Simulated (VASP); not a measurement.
# Ru (P6_3/mmc) in VASP: further runs

Ru is run at these levels: PBE; tasks: single point, relaxation of cell and atoms.

All numbers are computed with VASP 6.6.1; they aren't measurements. Logs are shortened: lines on timing, memory, paths and dates and some standing lists are left out, and cuts for length are marked.

## (1) The cell of the first run

Symmetry: P6_3/mmc, No. 194, hexagonal system. Conventional cell: a = 2.548 Å, b = 2.548 Å, c = 4.051 Å, α = 90.00°, β = 90.00°, γ = 120.00°. Within 3.3 Å of Ru (site symmetry -6m2) lie 12 Ru at 2.50 to 2.55 Å.

## (2) Single point, PBE

Input file INCAR:

```
SYSTEM = Ru
PREC = Accurate
ENCUT = 520
EDIFF = 1E-6
ISMEAR = -1
SIGMA = 0.08
LREAL = .False.
LASPH = .True.
NELM = 80
ALGO = Normal
ISIF = 2
LWAVE = .False.
LCHARG = .True.
GGA = PE
LELF = .True.
LVHAR = .True.
NBANDS = 21
```

Input file KPOINTS:

```
Automatic mesh
0
Gamma
  17 17 10
  0 0 0
```

Input file POSCAR:

```
Ru
1.0
    2.5482259445      0.0000000000      0.0000000000
   -1.2741129722      2.2068284025      0.0000000000
    0.0000000000      0.0000000000      4.0512225662
Ru
2
Direct
    0.3333333333      0.6666666667      0.2500000000
    0.6666666667      0.3333333333      0.7500000000
```

Potentials or basis: VASP PAW PBE potentials, release 64 (Ru_pv).

On the command line:

```bash
$ cat potpaw_PBE.64/Ru_pv/POTCAR > POTCAR
$ mpirun -np 1 vasp_std > vasp.out
```

OUTCAR:

```text
SYSTEM = Ru
   PREC = Accurate
   ENCUT = 520
   EDIFF = 1E-6
   ISMEAR = -1
   LREAL = .False.
   LASPH = .True.
   NELM = 80
   ISIF = 2
   GGA = PE

 ion  position               nearest neighbor table
   1  0.333  0.667  0.250-   2 2.50   2 2.50   2 2.50   2 2.50   2 2.50   2 2.50
   2  0.667  0.333  0.750-   1 2.50   1 2.50   1 2.50   1 2.50   1 2.50   1 2.50

  LATTYP: Found a hexagonal cell.
 ALAT       =     2.5482259445
 C/A-ratio  =     1.5898207829

  Lattice vectors:

 A1 = (   2.5482259445,   0.0000000000,   0.0000000000)
 A2 = (  -1.2741129722,   2.2068284025,   0.0000000000)
 A3 = (   0.0000000000,   0.0000000000,   4.0512225662)

Analysis of symmetry for initial positions (statically):
=====================================================================
 Subroutine PRICEL returns:
 Original cell was already a primitive cell.

 Routine SETGRP: Setting up the symmetry group for a
 hexagonal supercell.

 Subroutine GETGRP returns: Found 24 space group operations
 (whereof 12 operations were pure point group operations)
 out of a pool of 24 trial point group operations.

The static configuration has the point symmetry D_3d.
 The point group associated with its full space group is D_6h.

Analysis of symmetry for dynamics (positions and initial velocities):
=====================================================================
 Subroutine PRICEL returns:
 Original cell was already a primitive cell.

 Routine SETGRP: Setting up the symmetry group for a
 hexagonal supercell.

 Subroutine GETGRP returns: Found 24 space group operations
 (whereof 12 operations were pure point group operations)
 out of a pool of 24 trial point group operations.

The dynamic configuration has the point symmetry D_3d.
 The point group associated with its full space group is D_6h.

 Subroutine INISYM returns: Found 24 space group operations
 (whereof 12 operations are pure point group operations),
 and found     1 'primitive' translations

----------------------------------------------------------------------------------------

                                     Primitive cell

  volume of cell :      22.7820

  direct lattice vectors                    reciprocal lattice vectors
     2.548225944  0.000000000  0.000000000     0.392429879  0.226569496  0.000000000
    -1.274112972  2.206828402  0.000000000     0.000000000  0.453138993  0.000000000
     0.000000000  0.000000000  4.051222566     0.000000000  0.000000000  0.246839067

  length of vectors
     2.548225944  2.548225944  4.051222566     0.453138993  0.453138993  0.246839067

  position of ions in fractional coordinates (direct lattice)
     0.333333333  0.666666667  0.250000000
     0.666666667  0.333333333  0.750000000

  ion indices of the primitive-cell ions
   primitive index   ion index
                 1           1
                 2           2

----------------------------------------------------------------------------------------

 KPOINTS: Automatic mesh

Automatic generation of k-mesh.
 Grid dimensions read from file:
 generate k-points for:   17   17   10

 Generating k-lattice:

  Cartesian coordinates                     Fractional coordinates (reciprocal lattice)
     0.023084111  0.013327617  0.000000000     0.058823529 -0.000000000  0.000000000
     0.000000000  0.026655235  0.000000000     0.000000000  0.058823529  0.000000000
     0.000000000  0.000000000  0.024683907     0.000000000  0.000000000  0.100000000

  Length of vectors
     0.026655235  0.026655235  0.024683907

  Shift w.r.t. Gamma in fractional coordinates (k-lattice)
     0.000000000  0.000000000  0.000000000

 Subroutine IBZKPT returns following result:
 ===========================================

 Found    198 irreducible k-points:

 Following reciprocal coordinates:
            Coordinates               Weight
  0.000000  0.000000  0.000000      1.000000
  0.058824 -0.000000  0.000000      6.000000
  0.117647 -0.000000  0.000000      6.000000
  0.176471 -0.000000  0.000000      6.000000
  0.235294 -0.000000  0.000000      6.000000
  0.294118 -0.000000  0.000000      6.000000
[... 16 lines left out ...]
  0.411765  0.117647  0.000000     12.000000
  0.176471  0.176471  0.000000      6.000000
 [... further k-points ...]
   k-points           NKPTS =    198   k-points in BZ     NKDIM =    198   number of bands    NBANDS=     21
   number of dos      NEDOS =    301   number of ions     NIONS =      2
   total plane-waves  NPLWV =  12000
   dimension x,y,z NGX =    20 NGY =   20 NGZ =   30
   dimension x,y,z NGXF=    40 NGYF=   40 NGZF=   60
   ions per type =               2
   NGX,Y,Z   is equivalent  to a cutoff of  13.05, 13.05, 12.31 a.u.
   NGXF,Y,Z  is equivalent  to a cutoff of  26.10, 26.10, 24.62 a.u.
 SYSTEM =  Ru
   PREC   = accura    normal or accurate (medium, high low for compatibility)
   ISTART =      0    job   : 0-new  1-cont  2-samecut
   ICHARG =      2    charge: 1-file 2-atom 10-const
   ISPIN  =      1    spin polarized calculation?
   LNONCOLLINEAR =      F non collinear calculations
   LSORBIT =      F    spin-orbit coupling
   LASPH  =      T    aspherical Exc in radial PAW
   ENCUT  =  520.0 eV  38.22 Ry    6.18 a.u.   4.74  4.74  7.53*2*pi/ulx,y,z
   NELM   =     80;   NELMIN=  2; NELMDL= -5     # of ELM steps
   EDIFF  = 0.1E-05   stopping-criterion for ELM
   LREAL  =      F    real-space projection
[... 7 lines left out ...]
   TEBEG  =    0.0;   TEEND  =   0.0 temperature during run
   PSTRESS=    0.0 pullay stress
   NELECT =      28.0000    total number of electrons
   NUPDOWN=      -1.0000    fix difference up-down
   EMIN   =  10.00;   EMAX   =-10.00  energy-range for DOS
   EFERMI =   0.00;   METHOD = LEGACY
   ISMEAR =    -1;   SIGMA  =   0.08  broadening in eV -4-tet -1-fermi 0-gaus
   EFERMI_NEDOS =   21; number of points for ismear=-14 and -15
   IALGO  =     38    algorithm
   IMIX   =      4    mixing-type and parameters
     AMIX     =   0.40;   BMIX     =  1.00
     AMIX_MAG =   1.60;   BMIX_MAG =  1.00
  volume/ion in A,a.u.               =      11.39        76.87
  Fermi-wavevector in a.u.,A,eV,Ry     =   1.753598  3.313819 41.839343  3.075105
  Thomas-Fermi vector in A             =   2.823702
   LORBIT       =      0    0 simple, 1 ext, 2 COOP (PROOUT), +10 PAW based schemes
   GGA     = PE    functional components
   LHFCALC =     F    Hartree Fock is set to
   AEXX    =    0.0000 exact exchange contribution
   IVDW    =     0    specifies the selected vdW correction
   LEPSILON=     F    determine dielectric tensor
   LRPA    =     F    only Hartree local field effects (RPA)
 non-spin polarized calculation
  energy-cutoff  :      520.00
  volume of cell :       22.78
 maximum number of plane-waves:       640
 NGX is ok and might be reduce to    20
   NGX =  9   NGY =  9   NGZ = 15

 number of electron      28.0000010 magnetization

 Free energy of the ion-electron system (eV)
  ---------------------------------------------------
  ext. energy  EPLUGINS =         0.00000000
  ---------------------------------------------------
  free energy    TOTEN  =       -17.32231270 eV

  energy without entropy =      -17.29018377  energy(sigma->0) =      -17.30624823

 E-fermi :  16.3511     XC(G=0): -15.2381

 val. band max:       16.3491819585   @ k =   0.1176  -0.0000   0.4000
 cond. band min:      16.3532031210   @ k =   0.4118  -0.0000   0.5000
 fundamental gap:      0.0040211625
 Fermi energy:        16.3510719750

 k-point     1 :       0.0000    0.0000    0.0000
  band No.  band energies     occupation
      1     -28.1590      2.00000
      2     -26.5226      2.00000
      3     -26.5226      2.00000
      4     -26.2407      2.00000
      5     -26.2407      2.00000
      6     -26.1726      2.00000
[... 13 lines left out ...]
     20      26.5672      0.00000
     21      28.9184      0.00000

 k-point     2 :       0.0588   -0.0000    0.0000
  band No.  band energies     occupation
      1     -28.1385      2.00000
      2     -26.5694      2.00000
      3     -26.5381      2.00000
      4     -26.2892      2.00000
      5     -26.2466      2.00000
      6     -26.1818      2.00000
[... 13 lines left out ...]
     20      26.5672      0.00000
     21      28.9058      0.00000

 k-point     3 :       0.1176   -0.0000    0.0000
  band No.  band energies     occupation
      1     -28.0781      2.00000
      2     -26.7033      2.00000
      3     -26.5816      2.00000
      4     -26.4262      2.00000
      5     -26.2644      2.00000
      6     -26.2093      2.00000
[... 13 lines left out ...]
     20      26.5672      0.00000
     21      28.8359      0.00000

 k-point     4 :       0.1765   -0.0000    0.0000
  band No.  band energies     occupation
      1     -27.9820      2.00000
      2     -26.9054      2.00000
      3     -26.6451      2.00000
      4     -26.6282      2.00000
      5     -26.2932      2.00000
      6     -26.2557      2.00000
[... 13 lines left out ...]
     20      26.5671      0.00000
     21      28.6663      0.00000

 k-point     5 :       0.2353   -0.0000    0.0000
  band No.  band energies     occupation
      1     -27.8566      2.00000
      2     -27.1474      2.00000
      3     -26.8633      2.00000
      4     -26.7189      2.00000
      5     -26.3298      2.00000
      6     -26.3208      2.00000
[... 13 lines left out ...]
     20      26.5671      0.00000
     21      28.4109      0.00000
[... 382 lines left out ...]
     20      27.9821      0.00000
     21      28.7709      0.00000

 k-point    22 :       0.3529    0.1176    0.0000
  band No.  band energies     occupation
      1     -27.7378      2.00000
      2     -27.4346      2.00000
      3     -27.3746      2.00000
      4     -26.9851      2.00000
      5     -26.6272      2.00000
      6     -26.5490      2.00000
[... 13 lines left out ...]
     20      26.5714      0.00000
     21      29.0888      0.00000

 k-point    23 :       0.4118    0.1176    0.0000
  band No.  band energies     occupation
      1     -27.8190      2.00000
      2     -27.4876      2.00000
      3     -27.2803      2.00000
      4     -27.0271      2.00000
      5     -26.7000      2.00000
      6     -26.5684      2.00000
[... 13 lines left out ...]
     20      26.5668      0.00000
     21      29.4174      0.00000

 k-point    24 :       0.1765    0.1765    0.0000
  band No.  band energies     occupation
      1     -27.6768      2.00000
      2     -27.2719      2.00000
      3     -27.2601      2.00000
      4     -26.7693      2.00000
      5     -26.4984      2.00000
      6     -26.4234      2.00000
[... 13 lines left out ...]
     20      27.1270      0.00000
     21      28.3253      0.00000

 [... further k-points ...]

------------------------ aborting loop because EDIFF is reached ----------------------------------------

  FORCE on cell =-STRESS in cart. coord.  units (eV):
  Direction    XX          YY          ZZ          XY          YZ          ZX
  --------------------------------------------------------------------------------------
  -------------------------------------------------------------------------------------
  Total       13.2916322     13.2916322     13.3115110      0.0000000      0.0000000      0.0000000
  in kB      934.7517683    934.7517683    936.1497735      0.0000000      0.0000000      0.0000000
  external PRESSURE =     935.2177700 kB  Pullay stress =       0.0000000 kB

 VOLUME and BASIS-vectors are now :
 -----------------------------------------------------------------------------
  energy-cutoff  :      520.00
  volume of cell :       22.78
      direct lattice vectors                 reciprocal lattice vectors
     2.548225944  0.000000000  0.000000000     0.392429879  0.226569496  0.000000000
    -1.274112972  2.206828402  0.000000000     0.000000000  0.453138993  0.000000000
     0.000000000  0.000000000  4.051222566     0.000000000  0.000000000  0.246839067

 POSITION                                       TOTAL-FORCE (eV/Angst)
 -----------------------------------------------------------------------------------
     -0.00000      1.47122      1.01281         0.000000     -0.000000      0.000000
      1.27411      0.73561      3.03842        -0.000000      0.000000      0.000000
 -----------------------------------------------------------------------------------
    total drift:                               -0.000000      0.000000     -0.000000

  FREE ENERGIE OF THE ION-ELECTRON SYSTEM (eV)
  ---------------------------------------------------
  free  energy   TOTEN  =       -17.3223126957 eV

  energy  without entropy=      -17.2901837699  energy(sigma->0) =      -17.30624823
```

Run time: 68 s. Hardware: 1 thread of Intel Xeon Platinum 8488C (Sapphire Rapids), shared host; peak memory 0.19 GiB.

What came out:

| Item | Value |
| --- | --- |
| Free energy | -17.3223 eV |
| Pressure | 93.5 GPa |
| Band gap on the k mesh | zero (band 14 reaches 18.30 eV, above the bottom of band 15 at 14.21 eV) |

## (3) Single point, PBE

Input file INCAR:

```
PREC = Accurate
ENCUT = 520
EDIFF = 1E-6
ISMEAR = -1
SIGMA = 0.08
LREAL = False
LASPH = True
NELM = 60
ALGO = Normal
ISIF = 2
LWAVE = False
LCHARG = False
GGA = PE
NBANDS = 21
```

Input file KPOINTS:

```
regular mesh
0
Gamma
  17 17 10
```

Input file POSCAR:

```
Ru
1.0
    2.5481111698      0.0000000000      0.0000000000
   -1.2740555849      2.2067290047      0.0000000000
    0.0000000000      0.0000000000      4.0509756573
Ru
2
Direct
    0.3333333333      0.6666666667      0.2500000000
    0.6666666667      0.3333333333      0.7500000000
```

Potentials or basis: VASP PAW PBE potentials, release 64 (Ru_pv).

On the command line:

```bash
$ cat potpaw_PBE.64/Ru_pv/POTCAR > POTCAR
$ mpirun -np 1 vasp_std > vasp.out
```

It took 52 s on 1 thread of Intel Xeon Platinum 8488C (Sapphire Rapids), shared host; peak memory 0.19 GiB.

It converged, with:

```yaml
Free_energy: -17.3203 eV
Pressure: 93.6 GPa
Band_gap_on_the_k_mesh: zero (band 14 reaches 18.31 eV, above the bottom of band 15 at 14.22 eV)
```

Stress tensor (GPa, compression positive):
```
93.58  0.00  0.00
 0.00 93.58  0.00
 0.00  0.00 93.73
```

Levels at points of the mesh, in eV from the Fermi level:
```
           k point  band 11  band 12  band 13  band 14  band 15  band 16  band 17  band 18
(0.00, 0.00, 0.00)    -3.23    -2.53    -2.53    -1.79    -1.79     1.49     1.49     1.54
(0.00, 0.00, 0.50)    -3.61    -3.61    -3.31    -3.31     0.71     0.71     0.71     0.71
```

(Part 1 of 2 ends here.)
